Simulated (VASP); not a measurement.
Write the native input for VASP 6.6.1 that does the following.

- Task: relaxation of cell and atoms
- Functional: PBE
- Potentials or basis: VASP PAW PBE potentials, release 64 (Ta_pv, Cu)
- Cutoff: 600 eV
- k mesh: 4 × 4 × 4
- Occupations: gaussian, width 0.1 eV
- Spin: no spin polarisation
- Dipole correction: no
- Further INCAR settings: ALGO = Fast; EDIFF = 1e-06; IBRION = 2; EDIFFG = -0.04; NSW = 90; ISIF = 3

The structure of Ta4Cu lies in POSCAR:

```
Ta4Cu
1.0
    4.3362958300      0.0000000000      0.0000000000
    0.0000000000      4.3362958300      0.0000000000
    0.0000000000      0.0000000000      4.3362958300
Ta Cu
4 1
Direct
    0.0000000000      0.0000000000      0.0000000000
    0.5000000000      0.5000000000      0.0000000000
    0.5000000000      0.0000000000      0.5000000000
    0.0000000000      0.5000000000      0.5000000000
    0.5000000000      0.5000000000      0.5000000000
```

The cell was generated, and may not be a known phase.

The input as run:

INCAR

```
PREC = Accurate
ENCUT = 600
EDIFF = 1E-6
ISMEAR = 0
SIGMA = 0.1
LREAL = F
LASPH = T
NELM = 100
ALGO = Fast
ISIF = 3
LWAVE = F
LCHARG = F
GGA = PE
IBRION = 2
NSW = 90
EDIFFG = -0.04
```

KPOINTS

```
Automatic mesh
0
Gamma
  4 4 4
```

Potentials or basis: VASP PAW PBE potentials, release 64 (Ta_pv, Cu).

Run with:

```bash
$ cat potpaw_PBE.64/Ta_pv/POTCAR potpaw_PBE.64/Cu/POTCAR > POTCAR
$ mpirun -np 1 vasp_std > vasp.out
```

Results of the run:

| Quantity | Value |
| --- | --- |
| Relaxed volume | 19.74 Å³/atom |
| Relaxed cell | a = 4.621 Å, b = 4.621 Å, c = 4.621 Å, α = 90.00°, β = 90.00°, γ = 90.00° |
| Space group after relaxing (to 0.1 Å) | Pm-3m (No. 221) |
| Pressure after relaxing | -0.1 GPa |
| Band gap on the k mesh | zero (an odd number of electrons rules out a gap without spin polarisation) |

Caveat: the k points lie up to 0.34 Å⁻¹ apart in the final cell, too coarse for converged energies and pressures of a metal; the volume moved by over 15 % at a fixed basis, so the end points are rough; spin-orbit coupling is left out, which moves the levels of the heavy elements.

Wall time 10 min on 1 thread of Intel(R) Xeon(R) 6975P-C (Granite Rapids) (shared host), peak memory 0.23 GiB.
